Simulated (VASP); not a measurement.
# LiMnCl3 (Pm-3m) in VASP: further runs, part 3 of 3

VASP 6.6.1.

## 5. Relaxation of cell and atoms, PBE, collinear spin, ferromagnetic start

The input, INCAR:

```
SYSTEM = LiMnCl3
  PREC = Accurate
  ENCUT = 600
  EDIFF = 1E-6
  ISMEAR = 0
  SIGMA = 0.02
  LREAL = .False.
  LASPH = .True.
  NELM = 150
  ALGO = Normal
  ISIF = 3
  LWAVE = .False.
  LCHARG = .False.
  ISPIN = 2
  MAGMOM = 0 4.78 0 0 0
  LORBIT = 11
  LMAXMIX = 4
  GGA = PE
  IBRION = 2
  NSW = 100
  EDIFFG = -0.01
```

The input, KPOINTS:

```
Automatic mesh
0
Gamma
  6 6 6
  0 0 0
```

The input, POSCAR:

```
LiMnCl3
1.0
    4.9886139172      0.0000000000      0.0000000000
    0.0000000000      4.9886139172      0.0000000000
    0.0000000000      0.0000000000      4.9886139172
Li Mn Cl
1 1 3
Direct
    0.5000000000      0.5000000000      0.5000000000
    0.0000000000      0.0000000000      0.0000000000
    0.5000000000      0.0000000000      0.0000000000
    0.0000000000      0.5000000000      0.0000000000
    0.0000000000      0.0000000000      0.5000000000
```

Potentials or basis: VASP PAW PBE potentials, release 64 (Li_sv, Mn_pv, Cl).

The run is started by

```console
$ cat potpaw_PBE.64/Li_sv/POTCAR potpaw_PBE.64/Mn_pv/POTCAR potpaw_PBE.64/Cl/POTCAR > POTCAR
$ mpirun -np 1 vasp_std > vasp.out
```

OUTCAR:

```text
SYSTEM = LiMnCl3
   PREC = Accurate
   ENCUT = 600
   EDIFF = 1E-6
   ISMEAR = 0
   LREAL = .False.
   LASPH = .True.
   NELM = 150
   ISIF = 3
   ISPIN = 2
   LORBIT = 11
   GGA = PE
   IBRION = 2
   NSW = 100
   EDIFFG = -0.01

 ion  position               nearest neighbor table
   1  0.500  0.500  0.500-
   2  0.000  0.000  0.000-   3 2.49   4 2.49   5 2.49   5 2.49   4 2.49   3 2.49
   3  0.500  0.000  0.000-   2 2.49   2 2.49
   4  0.000  0.500  0.000-   2 2.49   2 2.49
   5  0.000  0.000  0.500-   2 2.49   2 2.49

  LATTYP: Found a simple cubic cell.
 ALAT       =     4.9886139172

  Lattice vectors:

 A1 = (   4.9886139172,   0.0000000000,   0.0000000000)
 A2 = (   0.0000000000,   4.9886139172,   0.0000000000)
 A3 = (   0.0000000000,   0.0000000000,   4.9886139172)

Analysis of symmetry for initial positions (statically):
=====================================================================
 Subroutine PRICEL returns:
 Original cell was already a primitive cell.

 Routine SETGRP: Setting up the symmetry group for a
 simple cubic supercell.

 Subroutine GETGRP returns: Found 48 space group operations
 (whereof 48 operations were pure point group operations)
 out of a pool of 48 trial point group operations.

The static configuration has the point symmetry O_h .

Analysis of symmetry for dynamics (positions and initial velocities):
=====================================================================
 Subroutine PRICEL returns:
 Original cell was already a primitive cell.

 Routine SETGRP: Setting up the symmetry group for a
 simple cubic supercell.

 Subroutine GETGRP returns: Found 48 space group operations
 (whereof 48 operations were pure point group operations)
 out of a pool of 48 trial point group operations.

The dynamic configuration has the point symmetry O_h .

Analysis of structural, dynamic, and magnetic symmetry:
=====================================================================
[... 165 lines left out ...]
 fundamental gap:      0.9039752248
 Fermi energy:         2.5302945396

 spin component 1

 k-point     1 :       0.0000    0.0000    0.0000
  band No.  band energies     occupation
      1     -48.2294      1.00000
      2     -48.2294      1.00000
      3     -48.2294      1.00000
      4     -46.4027      1.00000
      5     -13.6427      1.00000
      6     -12.8256      1.00000
[... 529 lines left out ...]
     23       7.4160      0.00000
     24       7.4160      0.00000
 Fermi energy:         2.5302945396

 spin component 2

 k-point     1 :       0.0000    0.0000    0.0000
  band No.  band energies     occupation
      1     -46.4016      1.00000
      2     -43.4455      1.00000
      3     -43.4455      1.00000
      4     -43.4455      1.00000
      5     -13.5098      1.00000
      6     -12.7080      1.00000
[... 529 lines left out ...]
     23       8.0168      0.00000
     24       8.0168      0.00000

------------------------ aborting loop because EDIFF is reached ----------------------------------------

  FORCE on cell =-STRESS in cart. coord.  units (eV):
  Direction    XX          YY          ZZ          XY          YZ          ZX
  --------------------------------------------------------------------------------------
  -------------------------------------------------------------------------------------
  Total        0.0384264      0.0384264      0.0384264      0.0000000      0.0000000      0.0000000
  in kB        0.4959075      0.4959075      0.4959075      0.0000000      0.0000000      0.0000000
  external PRESSURE =       0.4959075 kB  Pullay stress =       0.0000000 kB

 VOLUME and BASIS-vectors are now :
 -----------------------------------------------------------------------------
  energy-cutoff  :      600.00
  volume of cell :      124.15
      direct lattice vectors                 reciprocal lattice vectors
     4.988613917  0.000000000  0.000000000     0.200456483  0.000000000  0.000000000
     0.000000000  4.988613917  0.000000000     0.000000000  0.200456483  0.000000000
     0.000000000  0.000000000  4.988613917     0.000000000  0.000000000  0.200456483

 POSITION                                       TOTAL-FORCE (eV/Angst)
 -----------------------------------------------------------------------------------
      2.49431      2.49431      2.49431         0.000000      0.000000      0.000000
      0.00000      0.00000      0.00000         0.000000      0.000000      0.000000
      2.49431      0.00000      0.00000         0.000000      0.000000      0.000000
      0.00000      2.49431      0.00000         0.000000      0.000000      0.000000
      0.00000      0.00000      2.49431         0.000000      0.000000      0.000000
 -----------------------------------------------------------------------------------
    total drift:                                0.000000      0.000000     -0.000000

  FREE ENERGIE OF THE ION-ELECTRON SYSTEM (eV)
  ---------------------------------------------------
  free  energy   TOTEN  =       -22.0123965147 eV

  energy  without entropy=      -22.0123965147  energy(sigma->0) =      -22.01239651

 reached required accuracy - stopping structural energy minimisation

 total charge

# of ion       s       p       d       tot
------------------------------------------
    1        1.985   0.005   0.000   1.990
    2        0.197   6.161   4.922  11.280
    3        1.594   3.552   0.000   5.147
    4        1.594   3.552   0.000   5.147
    5        1.594   3.552   0.000   5.147
--------------------------------------------------
tot          6.966  16.823   4.922  28.711

 magnetization (x)

# of ion       s       p       d       tot
------------------------------------------
    1        0.000   0.000   0.000   0.000
    2        0.037   0.033   4.389   4.460
    3        0.008   0.056   0.000   0.064
    4        0.008   0.056   0.000   0.064
    5        0.008   0.056   0.000   0.064
--------------------------------------------------
tot          0.063   0.200   4.389   4.653
```

Wall time 53 s (1 thread of Intel Xeon 6975P-C (Granite Rapids), shared host); peak memory 0.35 GiB.

What came out:

```yaml
Free_energy: -22.0124 eV
Pressure_after_relaxing: 0.0 GPa
Band_gap_on_the_k_mesh: 0.90 eV, indirect (least direct gap 1.54 eV)
Net_moment: 5.00 μB per cell
Site_moments: Li +0.00; Mn +4.46; Cl +0.06 μB
Valence_electrons_inside_the_program's_atomic_spheres: Li 1.99; Mn 11.28; Cl 5.15
```

Final structure:
```xyz
5
Lattice="4.9886 0.0000 0.0000 0.0000 4.9886 0.0000 0.0000 0.0000 4.9886" Properties=species:S:1:pos:R:3 pbc="T T T"
Li    2.4943    2.4943    2.4943
Mn    0.0000    0.0000    0.0000
Cl    2.4943    0.0000    0.0000
Cl    0.0000    2.4943    0.0000
Cl    0.0000    0.0000    2.4943
```

Levels at points of the mesh, in eV from the valence-band top:
Spin up:
```csv
k point,band 18,band 19,band 20,band 21,band 22,band 23,band 24
"(0.00, 0.00, 0.00)",-2.84,-2.84,-2.71,-2.71,1.62,1.92,6.10
"(0.50, 0.00, 0.00)",-2.71,-2.18,-2.18,-1.70,3.56,3.61,4.52
"(0.50, 0.50, 0.00)",-2.24,-2.16,-2.16,-0.01,3.85,4.72,4.80
"(0.50, 0.50, 0.50)",-2.22,-2.22,0.00,0.00,2.56,5.00,5.00
```
Spin down:
| k point | band 12 | band 13 | band 14 | band 15 | band 16 | band 17 | band 18 | band 19 | band 20 | band 21 |
| --- | --- | --- | --- | --- | --- | --- | --- | --- | --- | --- |
| (0.00, 0.00, 0.00) | -2.98 | -2.98 | -2.74 | -2.74 | -2.74 | 0.90 | 0.90 | 0.90 | 1.36 | 1.36 |
| (0.50, 0.00, 0.00) | -3.56 | -3.56 | -3.18 | -2.81 | -2.81 | 0.93 | 1.36 | 1.56 | 1.56 | 1.84 |
| (0.50, 0.50, 0.00) | -3.54 | -3.54 | -3.51 | -3.51 | -2.25 | 1.53 | 1.57 | 1.57 | 1.82 | 3.31 |
| (0.50, 0.50, 0.50) | -4.21 | -4.21 | -2.24 | -2.24 | -2.24 | 1.82 | 1.82 | 1.82 | 2.57 | 3.31 |

Caveat: the cutoff is under 1.25 times the usual one of these potentials, so pressure, stress and relaxed cells hold a basis-set (Pulay) error; the relaxation stopped at its first step, so nothing moved; a cell with one magnetic atom can't hold antiferromagnetic order, which such compounds often take.

## 6. Overview

```tsv
task	cell	k mesh	cutoff (eV)	smearing	gap on the mesh (eV)	pressure (GPa)	moment (μB)
single point	a = 4.989 Å, 5 atoms	4 × 4 × 4	520	gaussian 0.1 eV	0.90	-	5.00
relaxation of cell and atoms	relaxed from a = 4.604 Å, 5 atoms	4 × 4 × 4	600	gaussian 0.1 eV	0.91	-0.1	5.00
single point	a = 4.604 Å, 5 atoms	4 × 4 × 4	520	gaussian 0.1 eV	none	-	4.65
relaxation of cell and atoms	relaxed from a = 4.989 Å, 5 atoms	6 × 6 × 6	600	gaussian 0.02 eV	0.90	0.0	5.00
```

Alike in all rows: level PBE; potentials or basis VASP PAW PBE potentials, release 64 (Li_sv, Mn_pv, Cl); spin collinear, ferromagnetic start.

Caveats: the cutoff is under 1.25 times the usual one of these potentials, so pressure, stress and relaxed cells hold a basis-set (Pulay) error; a cell with one magnetic atom can't hold antiferromagnetic order, which such compounds often take; semilocal functionals often make such compounds metallic where correlation or magnetic order opens a gap, which also shifts bond lengths (some runs); the relaxation stopped at its first step, so nothing moved (some runs).

Absolute energies hang on the potentials; compare differences alone.
